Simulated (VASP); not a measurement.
# Ca3Fe (Pm-3m) in VASP: notebook

Ca3Fe is run at these levels: PBE; tasks: single point, relaxation of cell and atoms.

Program: VASP 6.6.1. These are calculated values, not measurements. Logs are shortened: lines on timing, memory, paths and dates and some standing lists are left out, and cuts for length are marked.

### 1 The cell of the first run

The structure is cubic, space group Pm-3m (No. 221). Conventional cell: a = 4.537 Å, b = 4.537 Å, c = 4.537 Å, α = 90.00°, β = 90.00°, γ = 90.00°. Within 4.2 Å of Ca (site symmetry 4/mmm) lie 8 Ca at 3.21 Å and 4 Fe at 3.21 Å. Within 4.2 Å of Fe (site symmetry m-3m) lie 12 Ca at 3.21 Å.

### 2 Single point, PBE, collinear spin, ferromagnetic start

Input file INCAR:

```
  PREC = Accurate
  ENCUT = 520
  EDIFF = 1E-6
  ISMEAR = 0
  SIGMA = 0.1
  LREAL = False
  LASPH = True
  NELM = 150
  ALGO = Normal
  ISIF = 2
  LWAVE = False
  LCHARG = False
  ISPIN = 2
  MAGMOM = 0 0 0 4
  LORBIT = 11
  LMAXMIX = 4
  GGA = PE
  NBANDS = 31
```

Input file KPOINTS:

```
regular mesh
0
Gamma
  4 4 4
```

Input file POSCAR:

```
Ca3Fe
1.0
    4.5365722341      0.0000000000      0.0000000000
    0.0000000000      4.5365722341      0.0000000000
    0.0000000000      0.0000000000      4.5365722341
Ca Fe
3 1
Direct
    0.0000000000      0.5000000000      0.5000000000
    0.5000000000      0.0000000000      0.5000000000
    0.5000000000      0.5000000000      0.0000000000
    0.0000000000      0.0000000000      0.0000000000
```

Potentials or basis: VASP PAW PBE potentials, release 64 (Ca_sv, Fe).

Launch:

```sh
> cat potpaw_PBE.64/Ca_sv/POTCAR potpaw_PBE.64/Fe/POTCAR > POTCAR
> mpirun -np 1 vasp_std > vasp.out
```

OUTCAR:

```text
PREC = Accurate
   ENCUT = 520
   EDIFF = 1E-6
   ISMEAR = 0
   LREAL = False
   LASPH = True
   NELM = 150
   ISIF = 2
   ISPIN = 2
   LORBIT = 11
   GGA = PE

 ion  position               nearest neighbor table
   1  0.000  0.500  0.500-
   2  0.500  0.000  0.500-
   3  0.500  0.500  0.000-
   4  0.000  0.000  0.000-

  LATTYP: Found a simple cubic cell.
 ALAT       =     4.5365722341

  Lattice vectors:

 A1 = (   4.5365722341,   0.0000000000,   0.0000000000)
 A2 = (   0.0000000000,   4.5365722341,   0.0000000000)
 A3 = (   0.0000000000,   0.0000000000,   4.5365722341)

Analysis of symmetry for initial positions (statically):
=====================================================================
 Subroutine PRICEL returns:
 Original cell was already a primitive cell.

 Routine SETGRP: Setting up the symmetry group for a
 simple cubic supercell.

 Subroutine GETGRP returns: Found 48 space group operations
 (whereof 48 operations were pure point group operations)
 out of a pool of 48 trial point group operations.

The static configuration has the point symmetry O_h .

Analysis of symmetry for dynamics (positions and initial velocities):
=====================================================================
 Subroutine PRICEL returns:
 Original cell was already a primitive cell.

 Routine SETGRP: Setting up the symmetry group for a
 simple cubic supercell.

 Subroutine GETGRP returns: Found 48 space group operations
 (whereof 48 operations were pure point group operations)
 out of a pool of 48 trial point group operations.

The dynamic configuration has the point symmetry O_h .

Analysis of structural, dynamic, and magnetic symmetry:
=====================================================================
 Subroutine PRICEL returns:
 Original cell was already a primitive cell.

 Routine SETGRP: Setting up the symmetry group for a
 simple cubic supercell.

 Subroutine GETGRP returns: Found 48 space group operations
 (whereof 48 operations were pure point group operations)
 out of a pool of 48 trial point group operations.

The overall configuration has the point symmetry O_h .

 Subroutine INISYM returns: Found 48 space group operations
 (whereof 48 operations are pure point group operations),
 and found     1 'primitive' translations

----------------------------------------------------------------------------------------

                                     Primitive cell

  volume of cell :      93.3649

  direct lattice vectors                    reciprocal lattice vectors
     4.536572234  0.000000000  0.000000000     0.220430746  0.000000000  0.000000000
     0.000000000  4.536572234  0.000000000     0.000000000  0.220430746  0.000000000
     0.000000000  0.000000000  4.536572234     0.000000000  0.000000000  0.220430746

  length of vectors
     4.536572234  4.536572234  4.536572234     0.220430746  0.220430746  0.220430746

  position of ions in fractional coordinates (direct lattice)
     0.000000000  0.500000000  0.500000000
     0.500000000  0.000000000  0.500000000
     0.500000000  0.500000000  0.000000000
     0.000000000  0.000000000  0.000000000

  ion indices of the primitive-cell ions
   primitive index   ion index
                 1           1
                 2           2
                 3           3
                 4           4

----------------------------------------------------------------------------------------

 KPOINTS: regular mesh

Automatic generation of k-mesh.
 Grid dimensions read from file:
 generate k-points for:    4    4    4

 Generating k-lattice:

  Cartesian coordinates                     Fractional coordinates (reciprocal lattice)
     0.055107686  0.000000000  0.000000000     0.250000000  0.000000000  0.000000000
     0.000000000  0.055107686  0.000000000     0.000000000  0.250000000  0.000000000
     0.000000000  0.000000000  0.055107686     0.000000000  0.000000000  0.250000000

  Length of vectors
     0.055107686  0.055107686  0.055107686

  Shift w.r.t. Gamma in fractional coordinates (k-lattice)
     0.000000000  0.000000000  0.000000000

 Subroutine IBZKPT returns following result:
 ===========================================

 Found     10 irreducible k-points:

 Following reciprocal coordinates:
            Coordinates               Weight
  0.000000  0.000000  0.000000      1.000000
  0.250000  0.000000  0.000000      6.000000
  0.500000  0.000000  0.000000      3.000000
  0.250000  0.250000  0.000000     12.000000
  0.500000  0.250000  0.000000     12.000000
  0.500000  0.500000  0.000000      3.000000
  0.250000  0.250000  0.250000      8.000000
  0.500000  0.250000  0.250000     12.000000
  0.500000  0.500000  0.250000      6.000000
  0.500000  0.500000  0.500000      1.000000
   k-points           NKPTS =     10   k-points in BZ     NKDIM =     10   number of bands    NBANDS=     31
   number of dos      NEDOS =    301   number of ions     NIONS =      4
   total plane-waves  NPLWV =  46656
   dimension x,y,z NGX =    36 NGY =   36 NGZ =   36
   dimension x,y,z NGXF=    72 NGYF=   72 NGZF=   72
   ions per type =               3   1
   NGX,Y,Z   is equivalent  to a cutoff of  13.19, 13.19, 13.19 a.u.
   NGXF,Y,Z  is equivalent  to a cutoff of  26.38, 26.38, 26.38 a.u.
 SYSTEM =  unknown system
   PREC   = accura    normal or accurate (medium, high low for compatibility)
   ISTART =      0    job   : 0-new  1-cont  2-samecut
   ICHARG =      2    charge: 1-file 2-atom 10-const
   ISPIN  =      2    spin polarized calculation?
   LNONCOLLINEAR =      F non collinear calculations
   LSORBIT =      F    spin-orbit coupling
   LASPH  =      T    aspherical Exc in radial PAW
   ENCUT  =  520.0 eV  38.22 Ry    6.18 a.u.   8.44  8.44  8.44*2*pi/ulx,y,z
   NELM   =    150;   NELMIN=  2; NELMDL= -5     # of ELM steps
   EDIFF  = 0.1E-05   stopping-criterion for ELM
   LREAL  =      F    real-space projection
   EDIFFG = 0.1E-04   stopping-criterion for IOM
   NSW    =      0    number of steps for IOM
   IBRION =     -1    ionic relax: 0-MD 1-quasi-New 2-CG
   NFREE  =      0    steps in history (QN), initial steepest desc. (CG)
   ISIF   =      2    stress and relaxation
   ISYM   =      2    0-nonsym 1-usesym 2-fastsym
   POTIM  = 0.5000    time-step for ionic-motion
   TEBEG  =    0.0;   TEEND  =   0.0 temperature during run
   PSTRESS=    0.0 pullay stress
   NELECT =      38.0000    total number of electrons
   NUPDOWN=      -1.0000    fix difference up-down
   EMIN   =  10.00;   EMAX   =-10.00  energy-range for DOS
   EFERMI =   0.00;   METHOD = LEGACY
   ISMEAR =     0;   SIGMA  =   0.10  broadening in eV -4-tet -1-fermi 0-gaus
   EFERMI_NEDOS =   21; number of points for ismear=-14 and -15
   IALGO  =     38    algorithm
   IMIX   =      4    mixing-type and parameters
     AMIX     =   0.40;   BMIX     =  1.00
     AMIX_MAG =   1.60;   BMIX_MAG =  1.00
  volume/ion in A,a.u.               =      23.34       157.51
  Fermi-wavevector in a.u.,A,eV,Ry     =   1.213226  2.292664 20.026635  1.471916
  Thomas-Fermi vector in A             =   2.348684
   LORBIT       =     11    0 simple, 1 ext, 2 COOP (PROOUT), +10 PAW based schemes
   GGA     = PE    functional components
   LHFCALC =     F    Hartree Fock is set to
   AEXX    =    0.0000 exact exchange contribution
   IVDW    =     0    specifies the selected vdW correction
   LEPSILON=     F    determine dielectric tensor
   LRPA    =     F    only Hartree local field effects (RPA)
 spin polarized calculation
 Gauss-broadening in eV      SIGMA  =   0.10
  energy-cutoff  :      520.00
  volume of cell :       93.36
 maximum number of plane-waves:      2524
 NGX is ok and might be reduce to    36
   NGX = 17   NGY = 17   NGZ = 17

 number of electron      37.9999988 magnetization       1.5698424

 Free energy of the ion-electron system (eV)
  ---------------------------------------------------
  ext. energy  EPLUGINS =         0.00000000
  ---------------------------------------------------
  free energy    TOTEN  =       -11.32521010 eV

  energy without entropy =      -11.28192466  energy(sigma->0) =      -11.30356738

 E-fermi :   3.9818     XC(G=0):  -9.7337

 val. band max:        3.9654736851   @ k =   0.5000   0.2500   0.2500
 cond. band min:       3.9920199549   @ k =   0.5000   0.2500   0.2500
 fundamental gap:      0.0265462698
 Fermi energy:         3.9818081281

 spin component 1

 k-point     1 :       0.0000    0.0000    0.0000
  band No.  band energies     occupation
      1     -36.8587      1.00000
      2     -36.6920      1.00000
      3     -36.6920      1.00000
      4     -18.1966      1.00000
      5     -18.1966      1.00000
      6     -18.1966      1.00000
[... 23 lines left out ...]
     30       8.7182      0.00000
     31       9.6726      0.00000
[... 274 lines left out ...]
  band No.  band energies     occupation
      1     -36.7459      1.00000
      2     -36.7459      1.00000
      3     -36.7459      1.00000
      4     -18.5077      1.00000
      5     -18.0700      1.00000
      6     -18.0700      1.00000
[... 23 lines left out ...]
     30       8.2783      0.00000
     31       8.2783      0.00000
 Fermi energy:         3.9818081281

 spin component 2

 k-point     1 :       0.0000    0.0000    0.0000
  band No.  band energies     occupation
      1     -36.9383      1.00000
      2     -36.7695      1.00000
      3     -36.7695      1.00000
      4     -18.2807      1.00000
      5     -18.2807      1.00000
      6     -18.2807      1.00000
[... 23 lines left out ...]
     30       8.7405      0.00000
     31       9.6483      0.00000
[... 275 lines left out ...]
      1     -36.8240      1.00000
      2     -36.8240      1.00000
      3     -36.8240      1.00000
      4     -18.5727      1.00000
      5     -18.1757      1.00000
      6     -18.1757      1.00000
[... 23 lines left out ...]
     30       8.3517      0.00000
     31       8.3518      0.00000

------------------------ aborting loop because EDIFF is reached ----------------------------------------

  FORCE on cell =-STRESS in cart. coord.  units (eV):
  Direction    XX          YY          ZZ          XY          YZ          ZX
  --------------------------------------------------------------------------------------
  -------------------------------------------------------------------------------------
  Total        5.4592051      5.4592051      5.4592051      0.0000000      0.0000000     -0.0000000
  in kB       93.6820753     93.6820753     93.6820753      0.0000000      0.0000000     -0.0000000
  external PRESSURE =      93.6820753 kB  Pullay stress =       0.0000000 kB

 VOLUME and BASIS-vectors are now :
 -----------------------------------------------------------------------------
  energy-cutoff  :      520.00
  volume of cell :       93.36
      direct lattice vectors                 reciprocal lattice vectors
     4.536572234  0.000000000  0.000000000     0.220430746  0.000000000  0.000000000
     0.000000000  4.536572234  0.000000000     0.000000000  0.220430746  0.000000000
     0.000000000  0.000000000  4.536572234     0.000000000  0.000000000  0.220430746

 POSITION                                       TOTAL-FORCE (eV/Angst)
 -----------------------------------------------------------------------------------
      0.00000      2.26829      2.26829         0.000000      0.000000      0.000000
      2.26829      0.00000      2.26829         0.000000      0.000000      0.000000
      2.26829      2.26829      0.00000         0.000000      0.000000      0.000000
      0.00000      0.00000      0.00000         0.000000      0.000000      0.000000
 -----------------------------------------------------------------------------------
    total drift:                                0.000000      0.000000      0.000000

  FREE ENERGIE OF THE ION-ELECTRON SYSTEM (eV)
  ---------------------------------------------------
  free  energy   TOTEN  =       -11.3252100973 eV

  energy  without entropy=      -11.2819246628  energy(sigma->0) =      -11.30356738

 total charge

# of ion       s       p       d       tot
------------------------------------------
    1        2.104   5.838   0.331   8.273
    2        2.104   5.838   0.331   8.273
    3        2.104   5.838   0.331   8.273
    4        0.467   0.195   6.208   6.870
--------------------------------------------------
tot          6.779  17.709   7.200  31.688

 magnetization (x)

# of ion       s       p       d       tot
------------------------------------------
    1       -0.010  -0.010  -0.072  -0.092
    2       -0.010  -0.010  -0.072  -0.092
    3       -0.010  -0.010  -0.072  -0.092
    4        0.033  -0.009   2.273   2.297
--------------------------------------------------
tot          0.004  -0.040   2.058   2.021
```

Wall time 2.6 min (1 thread of Oxide Virtual Turin-like, shared host); peak memory 0.22 GiB.

What came out:

```
Free energy                                           : -11.3252 eV
Pressure                                              : 9.4 GPa
Net moment                                            : 1.57 μB per cell
Site moments                                          : Ca -0.09; Fe +2.30 μB
Valence electrons inside the program's atomic spheres : Ca 8.27; Fe 6.87
```

Levels at points of the mesh, in eV from the Fermi level:
Spin up:
| k point | band 18 | band 19 | band 20 | band 21 | band 22 | band 23 |
| --- | --- | --- | --- | --- | --- | --- |
| (0.00, 0.00, 0.00) | -1.77 | -1.74 | 1.41 | 1.41 | 1.45 | 1.45 |
| (0.50, 0.00, 0.00) | -1.59 | -1.59 | -0.35 | 0.94 | 0.94 | 1.53 |
| (0.50, 0.50, 0.00) | -1.59 | -1.11 | -1.11 | -0.25 | 0.84 | 1.63 |
| (0.50, 0.50, 0.50) | -1.83 | 0.51 | 0.51 | 0.51 | 0.77 | 0.77 |
Spin down:
```csv
k point,band 14,band 15,band 16,band 17,band 18,band 19,band 20,band 21,band 22,band 23
"(0.00, 0.00, 0.00)",-1.65,-1.09,-1.09,-0.54,-0.54,-0.54,1.64,1.64,1.64,2.42
"(0.50, 0.00, 0.00)",-2.83,-0.40,-0.37,-0.17,-0.08,-0.08,0.77,0.78,0.78,1.30
"(0.50, 0.50, 0.00)",-1.38,-1.38,-1.12,-0.07,-0.07,0.37,0.40,0.73,0.88,1.40
"(0.50, 0.50, 0.50)",-1.29,-1.29,-1.29,0.54,0.54,0.54,0.74,0.74,1.14,1.14
```

Caveat: the cell stands under pressure.

[end of part 1 of 3]
